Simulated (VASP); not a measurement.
Write the native input for VASP 6.6.1 that does the following.

- Task: single point
- Functional: PBE
- Potentials or basis: VASP PAW PBE potentials, release 64 (Al, N)
- Cutoff: 520 eV
- k mesh: 10 × 10 × 10
- Occupations: gaussian, width 0.02 eV
- Spin: no spin polarisation
- Dipole correction: no
- Further INCAR settings: ALGO = Normal; EDIFF = 1e-06; NBANDS = 11

The structure of AlN lies in POSCAR:

```
AlN
1.0
    0.0000000000      2.1425305606      2.1425305606
    2.1018402006      0.0406903600      2.1018402006
    2.1425305606      2.1425305606      0.0000000000
Al N
1 1
Direct
    0.4645278225      0.6064165325      0.4645278225
    0.0354721775     -0.1064165325      0.0354721775
```

This cell differs from its parent crystal: strained and its atoms moved.

One way to write it, as run:

INCAR

```
PREC = Accurate
ENCUT = 520
EDIFF = 1E-6
ISMEAR = 0
SIGMA = 0.02
LREAL = False
LASPH = True
NELM = 60
ALGO = Normal
ISIF = 2
LWAVE = False
LCHARG = False
GGA = PE
NBANDS = 11
```

KPOINTS

```
Automatic mesh
0
Gamma
  10 10 10
```

Potentials or basis: VASP PAW PBE potentials, release 64 (Al, N).

The run is started by

```sh
$ cat potpaw_PBE.64/Al/POTCAR potpaw_PBE.64/N/POTCAR > POTCAR
$ mpirun -np 1 vasp_std > vasp.out
```

It gave:

The pressure is -1.8 GPa, the largest force is 1.226 eV/Å and the band gap on the k mesh is 2.47 eV, indirect (least direct gap 2.99 eV).

Caveat: the cell differs from its parent crystal (strained and its atoms moved); forces of over 1 eV/Å act on the atoms, so gaps and moduli don't describe the material at rest.

It took 14 s on 1 thread of Intel(R) Xeon(R) Platinum 8488C (Sapphire Rapids), on a shared host, peak memory 0.15 GiB.
